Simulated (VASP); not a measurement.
Tc, 1 atom in the cell. The structure is cubic, space group Fm-3m (No. 225). Conventional cell: a = 3.900 Å, b = 3.900 Å, c = 3.900 Å, α = 90.00°, β = 90.00°, γ = 90.00°. Tc (site symmetry m-3m) has 12 Tc at 2.76 Å within 3.6 Å. This isn't the form of Tc at room conditions, which is hcp.

| Item | Value |
| --- | --- |
| Program | VASP 6.6.1 |
| Task | single point |
| Functional | r2SCAN |
| Potentials or basis | VASP PAW PBE potentials, release 64 (Tc_pv) |
| Cutoff | 550 eV |
| k mesh | 15 × 15 × 15 |
| Occupations | fermi-dirac, width 0.1 eV |
| Spin | no spin polarisation |
| Dipole correction | no |
| Further INCAR settings | ALGO = Normal; EDIFF = 1e-06; NBANDS = 12 |

Potentials or basis: VASP PAW PBE potentials, release 64 (Tc_pv).

Command:

```bash
$ cat potpaw_PBE.64/Tc_pv/POTCAR > POTCAR
$ cp INCAR.step1 INCAR
$ mpirun -np 1 vasp_std > vasp.out
$ cp INCAR.step2 INCAR
$ mpirun -np 1 vasp_std > vasp.out
```

Hardware: 1 thread of Intel Xeon 8259CL, on a shared host.

Q: How long does it take, and how much memory?

A: It took 74 s on 1 thread of Intel Xeon 8259CL, with other jobs on the host, peak memory 0.16 GiB. Counts: k points 120.
